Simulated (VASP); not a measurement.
Pb:

```xyz
1
Lattice="0.0000 2.4245 2.4245 2.4245 0.0000 2.4245 2.4245 2.4245 0.0000" Properties=species:S:1:pos:R:3 pbc="T T T"
Pb    0.0000    0.0000    0.0000
```

This cell differs from its parent crystal: volume scaled by 0.94.

Base run:

| Item | Value |
| --- | --- |
| Program | VASP 6.6.1 |
| Functional | PBE |
| Potentials or basis | VASP PAW PBE potentials, release 64 (Pb_d) |
| Cutoff | 520 eV |
| k mesh | 9 × 9 × 9 |
| Occupations | fermi-dirac, width 0.05 eV |
| Spin | no spin polarisation |

Its results: band gap on the k mesh zero (band 7 reaches 15.91 eV, above the bottom of band 8 at 6.32 eV); pressure 5.9 GPa.

Question: After a change of settings the same cell gave: band gap on the k mesh zero (band 7 reaches 17.32 eV, above the bottom of band 8 at 7.93 eV); pressure 16.3 GPa. Which change was it?
A. functional from PBE to BLYP; dispersion from none to D3(BJ)
B. functional from PBE to PBE exchange alone
C. functional from PBE to RPBE; dispersion from none to D4
D. functional from PBE to LDA; potentials or basis from VASP PAW PBE potentials, release 64 (Pb_d) to VASP PAW LDA potentials, release 64 (Pb_d)

Answer: B.

Caveats: spin-orbit coupling is left out, which moves the levels of the heavy elements.
